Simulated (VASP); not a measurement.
Wanted: the native input for a VASP 6.6.1 run.

| Quantity | Value |
| --- | --- |
| Task | single point |
| Functional | PBEsol |
| Potentials or basis | VASP PAW PBE potentials, release 64 (Na_pv) |
| Cutoff | 520 eV |
| k mesh | 7 × 7 × 7 |
| Occupations | fermi-dirac, width 0.05 eV |
| Spin | no spin polarisation |
| Dipole correction | no |
| Further INCAR settings | ALGO = Normal; EDIFF = 1e-06; NBANDS = 10 |

The structure of Na lies in POSCAR:

```
Na
1.0
   -2.0847160812      2.0847160812      2.0847160812
    2.0847160812     -2.0847160812      2.0847160812
    2.0847160812      2.0847160812     -2.0847160812
Na
1
Direct
    0.0000000000      0.0000000000      0.0000000000
```

These files were run (other wordings do the same):

INCAR

```
PREC = Accurate
ENCUT = 520
EDIFF = 1E-6
ISMEAR = -1
SIGMA = 0.05
LREAL = False
LASPH = True
NELM = 60
ALGO = Normal
ISIF = 2
LWAVE = False
LCHARG = False
GGA = PS
NBANDS = 10
```

KPOINTS

```
Automatic mesh
0
Gamma
  7 7 7
```

Potentials or basis: VASP PAW PBE potentials, release 64 (Na_pv).

Run with:

```console
$ cat potpaw_PBE.64/Na_pv/POTCAR > POTCAR
$ mpirun -np 1 vasp_std > vasp.out
```

It gave:

```json
{
  "Pressure": "0.0 GPa"
}
```

Caveat: the PAW data sets were made with another functional, which shifts forces and pressure a little.

It used 11 s of CPU time on 1 thread of AMD EPYC 7R13 Processor (Zen 3) (shared host).
